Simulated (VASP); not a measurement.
# Bi (R-3m) in VASP: a series of runs, part 2 of 2

VASP 6.6.1. Earlier steps stand in the parts before.

### 4 Single point, LDA

Input file INCAR:

```
PREC     = Accurate       # precision mode
ENCUT    = 520            # plane-wave cutoff, eV
EDIFF    = 1E-6           # SCF threshold, eV
ISMEAR   = -1             # smearing method
SIGMA    = 0.1            # smearing width, eV
LREAL    = F              # projectors in reciprocal space
LASPH    = T              # aspherical terms in the spheres
NELM     = 100            # most SCF steps
ALGO     = Normal         # electronic algorithm
ISIF     = 2              # what is computed and relaxed
LWAVE    = F              # write WAVECAR
LCHARG   = T              # write CHGCAR
GGA      = CA             # functional
LELF     = T              # ELF
LVHAR    = T            
NBANDS   = 22             # bands
```

Input file KPOINTS:

```
Automatic mesh
0
Gamma
  12 12 12
```

Input file POSCAR:

```
Bi
1.0
    2.2451514826      1.2962388128      3.8388382945
   -2.2451514826      1.2962388128      3.8388382945
    0.0000000000     -2.5924776257      3.8388382945
Bi
2
Direct
    0.2371145469      0.2371145469      0.2371145469
    0.7628854531      0.7628854531      0.7628854531
```

Potentials or basis: VASP PAW LDA potentials, release 64 (Bi_d).

Run with:

```console
$ cat potpaw_LDA.64/Bi_d/POTCAR > POTCAR
$ mpirun -np 1 vasp_std > vasp.out
```

OUTCAR:

```text
PREC = Accurate
   ENCUT = 520
   EDIFF = 1E-6
   ISMEAR = -1
   LREAL = F
   LASPH = T
   NELM = 100
   ISIF = 2
   GGA = CA

 ion  position               nearest neighbor table
   1  0.237  0.237  0.237-   2 3.06   2 3.06   2 3.06   2 3.41   2 3.41   2 3.41
   2  0.763  0.763  0.763-   1 3.06   1 3.06   1 3.06   1 3.41   1 3.41   1 3.41

  LATTYP: Found a trigonal (rhomboedric) cell.
 ALAT       =     4.6322370072
 COS(alpha) =     0.5301710765

  Lattice vectors:

 A1 = (   2.2451514826,   1.2962388128,   3.8388382945)
 A2 = (  -2.2451514826,   1.2962388128,   3.8388382945)
 A3 = (   0.0000000000,  -2.5924776257,   3.8388382945)

Analysis of symmetry for initial positions (statically):
=====================================================================
 Subroutine PRICEL returns:
 Original cell was already a primitive cell.

 Routine SETGRP: Setting up the symmetry group for a
 trigonal (rhombohedral) supercell.

 Subroutine GETGRP returns: Found 12 space group operations
[... 159 lines left out ...]
  ---------------------------------------------------
  free energy    TOTEN  =        -9.12987797 eV

  energy without entropy =       -9.11756703  energy(sigma->0) =       -9.12372250

 E-fermi :   6.6912     XC(G=0): -10.0321

 val. band max:        6.6514113874   @ k =   0.4167   0.0833   0.0833
 cond. band min:       6.7414796482   @ k =   0.4167   0.0000   0.0000
 fundamental gap:      0.0900682607
 Fermi energy:         6.6912407716

 k-point     1 :       0.0000    0.0000    0.0000
  band No.  band energies     occupation
      1     -16.3017      2.00000
      2     -16.3017      2.00000
      3     -16.1295      2.00000
      4     -16.1295      2.00000
      5     -16.1181      2.00000
      6     -15.9193      2.00000
[... 589 lines left out ...]
     21      14.7178      0.00000
     22      16.9789      0.00000

 [... further k-points ...]

------------------------ aborting loop because EDIFF is reached ----------------------------------------

  FORCE on cell =-STRESS in cart. coord.  units (eV):
  Direction    XX          YY          ZZ          XY          YZ          ZX
  --------------------------------------------------------------------------------------
  -------------------------------------------------------------------------------------
  Total        0.0613997      0.0613997      0.0257731      0.0000000     -0.0000000      0.0000000
  in kB        1.4675571      1.4675571      0.6160221      0.0000000     -0.0000000      0.0000000
  external PRESSURE =       1.1837121 kB  Pullay stress =       0.0000000 kB

 VOLUME and BASIS-vectors are now :
 -----------------------------------------------------------------------------
  energy-cutoff  :      520.00
  volume of cell :       67.03
      direct lattice vectors                 reciprocal lattice vectors
     2.245151483  1.296238813  3.838838294     0.222702122  0.128577130  0.086831825
    -2.245151483  1.296238813  3.838838294    -0.222702122  0.128577130  0.086831825
     0.000000000 -2.592477626  3.838838294     0.000000000 -0.257154260  0.086831825

 POSITION                                       TOTAL-FORCE (eV/Angst)
 -----------------------------------------------------------------------------------
      0.00000     -0.00000      2.73073         0.000000     -0.000000      0.037015
      0.00000     -0.00000      8.78578         0.000000      0.000000     -0.037015
 -----------------------------------------------------------------------------------
    total drift:                                0.000000      0.000000      0.000000

  FREE ENERGIE OF THE ION-ELECTRON SYSTEM (eV)
  ---------------------------------------------------
  free  energy   TOTEN  =        -9.1298779680 eV

  energy  without entropy=       -9.1175670290  energy(sigma->0) =       -9.12372250
```

OSZICAR:

```text
N       E                     dE             d eps       ncg     rms          rms(c)
DAV:   1     0.308464268830E+03    0.30846E+03   -0.16317E+04  8322   0.167E+03
DAV:   2     0.171401397023E+02   -0.29132E+03   -0.28423E+03  8430   0.441E+02
DAV:   3    -0.824364349419E+01   -0.25384E+02   -0.25115E+02 10098   0.144E+02
DAV:   4    -0.911382586343E+01   -0.87018E+00   -0.86967E+00 10290   0.292E+01
DAV:   5    -0.915154774518E+01   -0.37722E-01   -0.37721E-01 11982   0.545E+00    0.106E+00
DAV:   6    -0.913673438584E+01    0.14813E-01   -0.19067E-02 10908   0.147E+00    0.614E-01
DAV:   7    -0.912994628726E+01    0.67881E-02   -0.11629E-02 10818   0.119E+00    0.104E-01
DAV:   8    -0.912987260724E+01    0.73680E-04   -0.12197E-03  9756   0.420E-01    0.167E-02
DAV:   9    -0.912987810486E+01   -0.54976E-05   -0.54557E-05 12644   0.579E-02    0.716E-03
DAV:  10    -0.912987796797E+01    0.13689E-06   -0.21138E-06  8462   0.109E-02
   1 F= -.91298780E+01 E0= -.91237225E+01  d E =-.123109E-01
```

Wall time 3.4 min (1 thread of Intel Xeon 8259CL, shared host); peak memory 0.33 GiB.

Results:

```yaml
Free_energy: -9.1299 eV
Pressure: 0.1 GPa
Largest_force: 0.037 eV/Å
Band_gap_on_the_k_mesh: zero (bands 15 and 16 overlap by 0.19 eV)
```

Forces on the atoms (eV/Å):
```
Bi   0.000  0.000  0.037
Bi   0.000  0.000 -0.037
```

Stress tensor (GPa, compression positive):
```
0.15 0.00 0.00
0.00 0.15 0.00
0.00 0.00 0.06
```

Caveat: spin-orbit coupling is left out, which moves the levels of the heavy elements.

### 5 Single point, LDA

Input file INCAR:

```
SYSTEM = Bi
PREC = Accurate
ENCUT = 520
EDIFF = 1E-7
ISMEAR = -1
SIGMA = 0.1
LREAL = .False.
LASPH = .True.
NELM = 80
ALGO = Normal
ISIF = 2
LWAVE = .False.
LCHARG = .False.
GGA = CA
NBANDS = 22
```

Input file KPOINTS:

```
Automatic mesh
0
Gamma
  14 14 14
  0 0 0
```

POSCAR is that of step 4.

Potentials or basis: VASP PAW LDA potentials, release 64 (Bi_d).

Run with:

```console
$ cat potpaw_LDA.64/Bi_d/POTCAR > POTCAR
$ mpirun -np 1 vasp_std > vasp.out
```

OUTCAR:

```text
SYSTEM = Bi
   PREC = Accurate
   ENCUT = 520
   EDIFF = 1E-7
   ISMEAR = -1
   LREAL = .False.
   LASPH = .True.
   NELM = 80
   ISIF = 2
   GGA = CA

 ion  position               nearest neighbor table
   1  0.237  0.237  0.237-   2 3.06   2 3.06   2 3.06   2 3.41   2 3.41   2 3.41
   2  0.763  0.763  0.763-   1 3.06   1 3.06   1 3.06   1 3.41   1 3.41   1 3.41

  LATTYP: Found a trigonal (rhomboedric) cell.
 ALAT       =     4.6322370072
 COS(alpha) =     0.5301710765

  Lattice vectors:

 A1 = (   2.2451514826,   1.2962388128,   3.8388382945)
 A2 = (  -2.2451514826,   1.2962388128,   3.8388382945)
 A3 = (   0.0000000000,  -2.5924776257,   3.8388382945)

Analysis of symmetry for initial positions (statically):
=====================================================================
 Subroutine PRICEL returns:
 Original cell was already a primitive cell.

 Routine SETGRP: Setting up the symmetry group for a
 trigonal (rhombohedral) supercell.

 Subroutine GETGRP returns: Found 12 space group operations
 (whereof 12 operations were pure point group operations)
 out of a pool of 12 trial point group operations.
[... 158 lines left out ...]
  free energy    TOTEN  =        -9.12785966 eV

  energy without entropy =       -9.11479710  energy(sigma->0) =       -9.12132838

 E-fermi :   6.6938     XC(G=0): -10.0320

 val. band max:        6.6855049493   @ k =   0.4286  -0.0000   0.0000
 cond. band min:       6.7363402706   @ k =  -0.4286   0.5000   0.4286
 fundamental gap:      0.0508353214
 Fermi energy:         6.6938340028

 k-point     1 :       0.0000    0.0000    0.0000
  band No.  band energies     occupation
      1     -16.3013      2.00000
      2     -16.3013      2.00000
      3     -16.1291      2.00000
      4     -16.1291      2.00000
      5     -16.1178      2.00000
      6     -15.9189      2.00000
[... 589 lines left out ...]
     21      14.1352      0.00000
     22      15.3112      0.00000

 [... further k-points ...]

------------------------ aborting loop because EDIFF is reached ----------------------------------------

  FORCE on cell =-STRESS in cart. coord.  units (eV):
  Direction    XX          YY          ZZ          XY          YZ          ZX
  --------------------------------------------------------------------------------------
  -------------------------------------------------------------------------------------
  Total        0.0583621      0.0583621      0.0277809      0.0000000     -0.0000000      0.0000000
  in kB        1.3949545      1.3949545      0.6640105      0.0000000     -0.0000000      0.0000000
  external PRESSURE =       1.1513065 kB  Pullay stress =       0.0000000 kB

 VOLUME and BASIS-vectors are now :
 -----------------------------------------------------------------------------
  energy-cutoff  :      520.00
  volume of cell :       67.03
      direct lattice vectors                 reciprocal lattice vectors
     2.245151483  1.296238813  3.838838294     0.222702122  0.128577130  0.086831825
    -2.245151483  1.296238813  3.838838294    -0.222702122  0.128577130  0.086831825
     0.000000000 -2.592477626  3.838838294     0.000000000 -0.257154260  0.086831825

 POSITION                                       TOTAL-FORCE (eV/Angst)
 -----------------------------------------------------------------------------------
      0.00000     -0.00000      2.73073         0.000000     -0.000000      0.041741
      0.00000     -0.00000      8.78578         0.000000      0.000000     -0.041741
 -----------------------------------------------------------------------------------
    total drift:                                0.000000      0.000000      0.000000

  FREE ENERGIE OF THE ION-ELECTRON SYSTEM (eV)
  ---------------------------------------------------
  free  energy   TOTEN  =        -9.1278596628 eV

  energy  without entropy=       -9.1147970952  energy(sigma->0) =       -9.12132838
```

Run time: 6.3 min. Hardware: 1 thread of Intel Xeon 8259CL, shared host; peak memory 0.42 GiB.

Results:

* Free energy: -9.1279 eV
* Pressure: 0.1 GPa
* Largest force: 0.042 eV/Å
* Band gap on the k mesh: zero (bands 15 and 16 overlap by 0.23 eV)

Forces on the atoms (eV/Å):
```
Bi   0.000  0.000  0.042
Bi   0.000  0.000 -0.042
```

Caveat: spin-orbit coupling is left out, which moves the levels of the heavy elements.

### 6 Overview

| k mesh | smearing | gap on the mesh (eV) | pressure (GPa) | largest force (eV/Å) |
| --- | --- | --- | --- | --- |
| 9 × 9 × 9 | methfessel-paxton 0.3 eV | none | 0.1 | 0.01 |
| 9 × 9 × 9 | methfessel-paxton 1 eV | none | -0.1 | 0.10 |
| 12 × 12 × 12 | fermi-dirac 0.1 eV | none | 0.1 | 0.04 |
| 14 × 14 × 14 | fermi-dirac 0.1 eV | none | 0.1 | 0.04 |

Alike in all rows: task single point; level LDA; potentials or basis VASP PAW LDA potentials, release 64 (Bi_d); no spin polarisation; cell as given; cutoff (eV) 520.

Caveats: spin-orbit coupling is left out, which moves the levels of the heavy elements; so wide a smearing shifts energies and pressures (at least some runs).

Absolute energies hang on the potentials; compare differences alone.
